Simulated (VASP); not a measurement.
Write the native input for VASP 6.6.1 that does the following.

```
Task                   : single point
Functional             : LDA
Potentials or basis    : VASP PAW LDA potentials, release 64 (Ni, Ge_d)
Cutoff                 : 520 eV
k mesh                 : 12 × 12 × 12
Occupations            : gaussian, width 0.15 eV
Spin                   : collinear spin, ferromagnetic start
Starting moments       : [0.5, 0.5, 0.5, 0.0] μB
Fixed moment           : 1.5 μB
Dipole correction      : no
Further INCAR settings : ALGO = Fast; EDIFF = 1e-06; NBANDS = 34
```

The structure of Ni3Ge lies in POSCAR:

```
Ni3Ge
1.0
    3.4886992114      0.0000000000      0.0000000000
    0.0000000000      3.4886992114      0.0000000000
    0.0000000000      0.0000000000      3.4886992114
Ni Ge
3 1
Direct
    0.5000000000      0.0000000000      0.5000000000
    0.0000000000      0.5000000000      0.5000000000
    0.5000000000      0.5000000000      0.0000000000
    0.0000000000      0.0000000000      0.0000000000
```

These files were run (other wordings do the same):

INCAR

```
SYSTEM = Ni3Ge
PREC = Accurate ; ENCUT = 520
EDIFF = 1E-6 ; ISMEAR = 0
SIGMA = 0.15 ; LREAL = .False.
LASPH = .True. ; NELM = 150
ALGO = Fast ; ISIF = 2
LWAVE = .False. ; LCHARG = .False.
ISPIN = 2 ; MAGMOM = 0.5 0.5 0.5 0
LORBIT = 11 ; NUPDOWN = 1.5
LMAXMIX = 4 ; NBANDS = 34
```

KPOINTS

```
Automatic mesh
0
Gamma
  12 12 12
  0 0 0
```

Potentials or basis: VASP PAW LDA potentials, release 64 (Ni, Ge_d).

Run with:

```sh
$ cat potpaw_LDA.64/Ni/POTCAR potpaw_LDA.64/Ge_d/POTCAR > POTCAR
$ mpirun -np 1 vasp_std > vasp.out
```

Results of the run:

* Pressure: 3.1 GPa
* Net moment: 1.50 μB per cell
* Site moments: Ni +0.48; Ge +0.03 μB
* Valence electrons inside the program's atomic spheres: Ni 9.52; Ge 12.56

Caveat: the cell stands under pressure; the total moment is fixed, so each spin has its own Fermi level and the state may be an excited one.

Run time: 6.7 min on 1 thread of Oxide Virtual Turin-like Processor (shared host), peak memory 0.24 GiB.
